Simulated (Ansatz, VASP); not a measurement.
**Ga in VASP and in Ansatz**

Contents of INCAR:

```
PREC = Accurate ; ENCUT = 520
EDIFF = 1E-6 ; ISMEAR = -1
SIGMA = 0.03 ; LREAL = False
LASPH = True ; NELM = 80
ALGO = Normal ; ISIF = 2
LWAVE = False ; LCHARG = False
GGA = PS ; NBANDS = 20
```

KPOINTS

```
regular mesh
0
Gamma
  14 14 11
```

POSCAR

```
Ga
1.0
    1.4031325000     -4.0334150000      0.0132175000
    1.3628675000      4.0195850000     -0.0270475000
   -0.1340996500     -0.0160624000      3.3305172500
Ga
2
Direct
    0.8690000000      0.1310000000      0.2500000000
    0.1310000000      0.8690000000      0.7500000000
```

Input for Ansatz:

```yaml
crystal:
  lattice:
    - [1.4031325, -4.033415, 0.0132175]
    - [1.3628675, 4.019585, -0.0270475]
    - [-0.13409965, -0.0160624, 3.33051725]
  atoms:
    - { symbol: Ga, position: [0.869, 0.131, 0.25] }
    - { symbol: Ga, position: [0.131, 0.869, 0.75] }
kpoints:
  mp_grid: { grid: [14, 14, 11] }
  band_path:
    path:
      - [0.0, 0.0, 0.0]
      - [0.5, -0.5, 0.0]
      - [0.0, 0.0, 0.5]
      - [0.0, 0.0, 0.0]
      - [-0.5, 0.0, 0.0]
      - [0.0, -0.5, 0.5]
      - [0.0, 0.0, 0.0]
      - [-0.5, 0.0, 0.5]
      - [0.0, -0.5, 0.0]
    npoints: 5
scf:
  occupations: { method: fermi_dirac, width: 0.03 }
hamiltonian:
  xc: pbesol
  pseudopotentials: { kind: all_electron, lapw: { basis_error: 0.0005 } }
output:
  forces: true
  stress: true
  eigenvalues: true
```

Change from the starting cell: equal xy, yz and zx shear strains of -1 %.

Alike in both runs: task single point; functional PBEsol; k mesh 14 × 14 × 11; occupations fermi-dirac, width 0.03 eV; no spin polarisation.

```csv
,VASP,Ansatz
version,VASP 6.6.1,Ansatz 0.2.0
potentials or method,"VASP PAW PBE potentials, release 64 (Ga_d), cutoff 520 eV","all-electron LAPW, scalar-relativistic"
```

Ansatz gave:

* pressure (GPa): -1.8
* traceless stress, the component that is largest in VASP (GPa): 0.50
* rms of the force components (eV/Å): 0.103

Task: Estimate VASP's values.

Result: Pressure (GPa): -1.9; traceless stress, the component that is largest in VASP (GPa): 0.50; rms of the force components (eV/Å): 0.103.

VASP's potentials were made for PBE, not for PBEsol. Atom by atom the forces differ by 0.000 eV/Å (rms over components). Ansatz ran all-electron here, and VASP with PAW potentials.
